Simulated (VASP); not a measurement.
Crystal: Pb.

```
Pb
1.0
     3.43297    0.00000    0.00000
    -1.71648    2.97304    0.00000
     0.00000    0.00000    5.51445
Pb
2
Direct
  0.66667 0.33333 0.75000
  0.33333 0.66667 0.25000
```

Base run:

| Item | Value |
| --- | --- |
| Program | VASP 6.6.1 |
| Functional | PBE |
| Potentials or basis | VASP PAW PBE potentials, release 64 (Pb_d) |
| Cutoff | 520 eV |
| k mesh | 9 × 9 × 5 |
| Occupations | fermi-dirac, width 0.05 eV |
| Spin | no spin polarisation |

Its results: band gap on the k mesh zero (band 14 reaches 14.12 eV, above the bottom of band 15 at 5.99 eV); pressure 6.6 GPa.

Problem. After a change of settings the same cell gave: band gap on the k mesh zero (band 14 reaches 14.30 eV, above the bottom of band 15 at 5.89 eV); pressure 5.5 GPa. Which change was it?
A. functional from PBE to LDA; potentials or basis from VASP PAW PBE potentials, release 64 (Pb_d) to VASP PAW LDA potentials, release 64 (Pb_d)
B. functional from PBE to PBEsol; further incar settings from ALGO = Normal; EDIFF = 1e-06; NBANDS = 21 to ALGO = Normal; EDIFF = 1e-07; NBANDS = 21
C. functional from PBE to r2SCAN

Solution. C.

Caveats: spin-orbit coupling is left out, which moves the levels of the heavy elements; the PAW data sets were made with another functional, which shifts forces and pressure a little (some runs).
